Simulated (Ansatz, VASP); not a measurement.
**Te2Mo in VASP and in Ansatz**

```
Mo Te
1.0
     1.77341    1.02388    7.10414
    -1.77341    1.02388    7.10414
     0.00000   -2.04776    7.10414
Mo Te
1 2
Cartesian
  0.0000 0.0000 -0.0008
  0.0000 0.0000 8.8963
  0.0000 0.0000 5.3128
```

Alike in both runs: task single point; functional r2SCAN; k mesh 8 × 8 × 8; no spin polarisation.

```csv
,VASP,Ansatz
version,VASP 6.6.1,Ansatz 0.2.0
potentials or method,"VASP PAW PBE potentials, release 64 (Mo_sv, Te)","plane waves, PAW"
plane-wave cutoff (eV),520,500
occupations,"gaussian, width 0.01 eV",fixed
valence electrons in the cell,26,46
```

Ansatz gave:

| Item | Value |
| --- | --- |
| gap on the k mesh at the Fermi level (eV) | 1.02 |
| pressure (GPa) | 1.2 |
| rms of the force components (eV/Å) | 0.015 |

Question: Estimate VASP's values.

Answer: gap on the k mesh at the Fermi level (eV): 1.02; pressure (GPa): 1.3; rms of the force components (eV/Å): 0.003.

VASP's potentials were made for PBE, not for r2SCAN. Atom by atom the forces differ by 0.012 eV/Å (rms over components). VASP's potentials hold 26 valence electrons a cell and Ansatz's 46, so a difference there can come from the potentials and not from the codes.

Neither program's run includes spin-orbit coupling.
